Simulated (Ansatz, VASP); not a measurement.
One calculation of AlFe, two programs

```
Fe Al
1.0
     2.91000    0.00000    0.00000
     0.00000    2.91000    0.00000
     0.00000    0.00000    2.91000
Fe Al
1 1
Cartesian
  1.4550 1.4550 1.4550
  0.0000 0.0000 0.0000
```

Alike in both runs: task relaxation of cell and atoms; functional revPBE; dispersion D3(BJ); k mesh 9 × 9 × 9; occupations fermi-dirac, width 0.05 eV; collinear spin.

|  | VASP | Ansatz |
| --- | --- | --- |
| version | VASP 6.6.1 | Ansatz 0.2.0 |
| potentials or method | VASP PAW PBE potentials, release 64 (Fe, Al) | Ansatz PAW |
| plane-wave cutoff (eV) | 600 | 420 |
| valence electrons in the cell | 11 | 19 |

|  | VASP | Ansatz | Ansatz less VASP |
| --- | --- | --- | --- |
| gap on the k mesh at the Fermi level, each at its own relaxed structure (eV) | none | none | - |
| net moment per atom (μB) | 0.30 | 0.30 | +0.004 |
| relaxed volume (Å³/atom) | 11.33 | 11.35 | +0.016 |
| relaxed length of the cell vector where the two differ most in proportion (Å) | 2.830 | 2.831 | +0.0013 |

VASP's potentials were made for PBE, not for revPBE. A gap of «none» marks a metal or a gap that the smearing closes. VASP's potentials hold 11 valence electrons a cell and Ansatz's 19, so a difference there can come from the potentials and not from the codes.

Noted on Ansatz's run: the plane-wave basis is chosen anew once the cell has moved, so the energies of steps on either side of that aren't comparable.
